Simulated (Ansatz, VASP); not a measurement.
# Two plane-wave programs on SiC

File INCAR:

```
PREC = Accurate
ENCUT = 600
EDIFF = 1E-6
ISMEAR = 0
SIGMA = 0.02
LREAL = False
LASPH = True
NELM = 80
ALGO = Normal
ISIF = 3
LWAVE = False
LCHARG = False
GGA = PS
IBRION = 2
NSW = 70
EDIFFG = -0.005
```

The input KPOINTS:

```
Automatic mesh
0
Gamma
  12 12 6
```

The input POSCAR:

```
SiC
1.0
    3.0919867177      0.0000000000      0.0000000000
   -1.5459933588      2.6777390457      0.0000000000
    0.0000000000      0.0000000000      5.0737648095
Si C
2 2
Direct
    0.3333333333      0.6666666667      0.0045636685
    0.6666666667      0.3333333333      0.5045636685
    0.3333333333      0.6666666667      0.3804363315
    0.6666666667      0.3333333333      0.8804363315
```

Input for Ansatz:

```yaml
crystal:
  lattice:
    - [3.0919867177, 0.0, 0.0]
    - [-1.5459933588, 2.6777390457, 0.0]
    - [0.0, 0.0, 5.0737648095]
  atoms:
    - { symbol: Si, position: [0.3333333333, 0.6666666667, 0.0045636685] }
    - { symbol: Si, position: [0.6666666667, 0.3333333333, 0.5045636685] }
    - { symbol: C, position: [0.3333333333, 0.6666666667, 0.3804363315] }
    - { symbol: C, position: [0.6666666667, 0.3333333333, 0.8804363315] }
basis:
  ecutwfc: 420
kpoints:
  mp_grid: { grid: [12, 12, 6] }
hamiltonian:
  xc: pbesol
scf:
  occupations: { method: gaussian, width: 0.02 }
output:
  forces: true
  stress: true
  eigenvalues: true
relax:
  adjacent_minimum: "off"
  f_tol: 0.005
  max_steps: 50
  cell: { stress_tol: 0.05 }
```

Alike in both runs: task relaxation of cell and atoms; functional PBEsol; k mesh 12 × 12 × 6; occupations gaussian, width 0.02 eV; no spin polarisation.

|  | VASP | Ansatz |
| --- | --- | --- |
| version | VASP 6.6.1 | Ansatz 0.2.0 |
| potentials or method | VASP PAW PBE potentials, release 64 (Si, C), cutoff 600 eV | scalar-relativistic, plane waves, PAW |
| valence electrons in the cell | 16 | 16 |

|  | VASP | Ansatz | Ansatz less VASP |
| --- | --- | --- | --- |
| gap on the k mesh at the Fermi level, each at its own relaxed structure (eV) | 2.12 | 2.12 | +0.007 |
| relaxed volume (Å³/atom) | 10.35 | 10.34 | -0.010 |
| relaxed cell length with the largest relative difference (Å) | 5.050 | 5.048 | -0.0018 |

VASP's potentials were made for PBE, not for PBEsol.
